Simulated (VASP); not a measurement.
A run of VASP 6.6.1:

File INCAR:

```
SYSTEM = Cs
PREC     = Accurate       ! precision mode
ENCUT    = 520            ! plane-wave cutoff, eV
EDIFF    = 1E-6           ! SCF threshold, eV
ISMEAR   = -1             ! smearing method
SIGMA    = 0.05           ! smearing width, eV
LREAL    = .False.        ! projectors in reciprocal space
LASPH    = .True.         ! aspherical terms in the spheres
NELM     = 100            ! most SCF steps
ALGO     = Normal         ! electronic algorithm
ISIF     = 2              ! what is computed and relaxed
LWAVE    = .False.        ! write WAVECAR
LCHARG   = .False.        ! write CHGCAR
GGA      = PE             ! functional
NBANDS   = 10             ! bands
```

Contents of KPOINTS:

```
regular mesh
0
Gamma
  9 9 9
  0 0 0
```

File POSCAR:

```
Cs
1.0
   -2.3580537015      2.3580537015      2.3580537015
    2.3580537015     -2.3580537015      2.3580537015
    2.3580537015      2.3580537015     -2.3580537015
Cs
1
Direct
    0.0000000000      0.0000000000      0.0000000000
```

Potentials or basis: VASP PAW PBE potentials, release 64 (Cs_sv).

The run is started by

```console
$ cat potpaw_PBE.64/Cs_sv/POTCAR > POTCAR
$ mpirun -np 1 vasp_std > vasp.out
```

Hardware: 1 thread of Intel(R) Xeon(R) Platinum 8488C (Sapphire Rapids), on a shared host.

Q: How long does it take, and how much memory?

A: It took 12 s on 1 thread of Intel(R) Xeon(R) Platinum 8488C (Sapphire Rapids), on a shared host, peak memory 0.17 GiB. Counts: scf iterations 11, k points 35.
